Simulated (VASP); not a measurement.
Set up this calculation in VASP 6.6.1, as the native input.

| Item | Value |
| --- | --- |
| Task | single point |
| Functional | PBE |
| Dispersion | D3(BJ) |
| Potentials or basis | VASP PAW PBE potentials, release 64 (C) |
| Cutoff | 520 eV |
| k mesh | 16 × 16 × 16 |
| Occupations | gaussian, width 0.03 eV |
| Spin | no spin polarisation |
| Dipole correction | no |
| Further INCAR settings | ALGO = Normal; EDIFF = 1e-06; NBANDS = 11 |

The structure of C lies in POSCAR:

```
C
1.0
    0.0000000000      2.0755805716      3.3047059672
    1.1989765253      0.0000000000      3.3047059672
    1.1989765253      2.0755805716      0.0000000000
C
2
Direct
    0.1403389013      0.8596610987      0.1403389013
    0.8596610987      0.1403389013      0.8596610987
```

This cell differs from its parent crystal: atoms shifted along a free coordinate.

One way to write it, as run:

INCAR

```
SYSTEM = C
ALGO = Normal
EDIFF = 1E-6
ENCUT = 520
GGA = PE
ISIF = 2
ISMEAR = 0
IVDW = 12
LASPH = .TRUE.
LCHARG = .FALSE.
LREAL = .FALSE.
LWAVE = .FALSE.
NBANDS = 11
NELM = 100
PREC = Accurate
SIGMA = 0.03
```

KPOINTS

```
k-points
0
G
  16 16 16
  0 0 0
```

Potentials or basis: VASP PAW PBE potentials, release 64 (C).

The run is started by

```console
$ cat potpaw_PBE.64/C/POTCAR > POTCAR
$ mpirun -np 1 vasp_std > vasp.out
```

Results of the run:

```yaml
Pressure: 62.1 GPa
Largest_force: 18.982 eV/Å
Band_gap_on_the_k_mesh: zero (bands 4 and 5 overlap by 2.23 eV)
Dispersion_energy_per_atom: -0.157 eV
```

Caveat: the cell differs from its parent crystal (atoms shifted along a free coordinate); the cell stands under pressure; forces of over 1 eV/Å act on the atoms, so gaps and moduli don't describe the material at rest.

Run time: 3 min on 1 thread of Intel Xeon 8259CL, with other jobs on the host, peak memory 0.22 GiB.
